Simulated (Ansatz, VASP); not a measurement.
# Be2ZnSe3 in VASP and in Ansatz

INCAR

```
  PREC = Accurate
  ENCUT = 520
  EDIFF = 1E-6
  ISMEAR = 0
  SIGMA = 0.1
  LREAL = False
  LASPH = True
  NELM = 80
  ALGO = Normal
  ISIF = 2
  LWAVE = False
  LCHARG = False
  GGA = PE
  NBANDS = 46
```

The input KPOINTS:

```
Automatic mesh
0
Gamma
  6 6 1
```

POSCAR

```
Be2ZnSe3
1.0
    3.3183405300      0.0000000000      0.0000000000
   -1.6591702600      2.8737672000      0.0000000000
    0.0000000000      0.0000000000     19.7458110900
Be Zn Se
4 2 6
Direct
    0.3333333300      0.6666666700      0.9315614100
    0.6666666700      0.3333333300      0.0684385900
    0.6666666700      0.3333333300      0.4315614100
    0.3333333300      0.6666666700      0.5684385900
    0.0000000000      0.0000000000      0.2500000000
    0.0000000000      0.0000000000      0.7500000000
    0.0000000000      0.0000000000      0.0000000000
    0.3333333300      0.6666666700      0.1247978300
    0.3333333300      0.6666666700      0.3752021700
    0.0000000000      0.0000000000      0.5000000000
    0.6666666700      0.3333333300      0.6247978300
    0.6666666700      0.3333333300      0.8752021700
```

Input for Ansatz:

```yaml
crystal:
  lattice:
    - [3.31834053, 0.0, 0.0]
    - [-1.65917026, 2.8737672, 0.0]
    - [0.0, 0.0, 19.74581109]
  atoms:
    - { symbol: Be, position: [0.33333333, 0.66666667, 0.93156141] }
    - { symbol: Be, position: [0.66666667, 0.33333333, 0.06843859] }
    - { symbol: Be, position: [0.66666667, 0.33333333, 0.43156141] }
    - { symbol: Be, position: [0.33333333, 0.66666667, 0.56843859] }
    - { symbol: Zn, position: [0.0, 0.0, 0.25] }
    - { symbol: Zn, position: [0.0, 0.0, 0.75] }
    - { symbol: Se, position: [0.0, 0.0, 0.0] }
    - { symbol: Se, position: [0.33333333, 0.66666667, 0.12479783] }
    - { symbol: Se, position: [0.33333333, 0.66666667, 0.37520217] }
    - { symbol: Se, position: [0.0, 0.0, 0.5] }
    - { symbol: Se, position: [0.66666667, 0.33333333, 0.62479783] }
    - { symbol: Se, position: [0.66666667, 0.33333333, 0.87520217] }
basis:
  ecutwfc: 420
kpoints:
  mp_grid: { grid: [6, 6, 1] }
hamiltonian:
  xc: pbe
scf:
  occupations: { method: gaussian, width: 0.1 }
  lower_state_search: "off"
output:
  forces: true
  stress: true
  eigenvalues: true
```

Change from the starting cell: species swapped into the Ti3SnC2 type (P6_3/mmc, No. 194).

Alike in both runs: task single point; functional PBE; k mesh 6 × 6 × 1; occupations gaussian, width 0.1 eV; no spin polarisation.

```csv
,VASP,Ansatz
version,VASP 6.6.1,Ansatz 0.2.0
potentials or method,"VASP PAW PBE potentials, release 64 (Be, Zn, Se), cutoff 520 eV","scalar-relativistic, plane waves, PAW"
valence electrons in the cell,68,128
```

Ansatz gave:

```
gap on the k mesh at the Fermi level (eV)                     : none
pressure (GPa)                                                : 12.4
traceless stress, the component that is largest in VASP (GPa) : 2.09
rms of the force components (eV/Å)                            : 0.622
```

Problem. What did VASP give for the same quantities?

Solution. gap on the k mesh at the Fermi level (eV): none; pressure (GPa): 12.7; traceless stress, the component that is largest in VASP (GPa): 2.10; rms of the force components (eV/Å): 0.627.

Atom by atom the forces differ by 0.007 eV/Å (rms over components). A gap of «none» marks a metal or a gap that the smearing closes. The functional is the same, so the differences come from potentials, cutoffs and numerics. VASP's potentials hold 68 valence electrons a cell and Ansatz's 128, so a difference there can come from the potentials and not from the codes.

The k mesh is coarse, so the values compare programs but aren't converged.
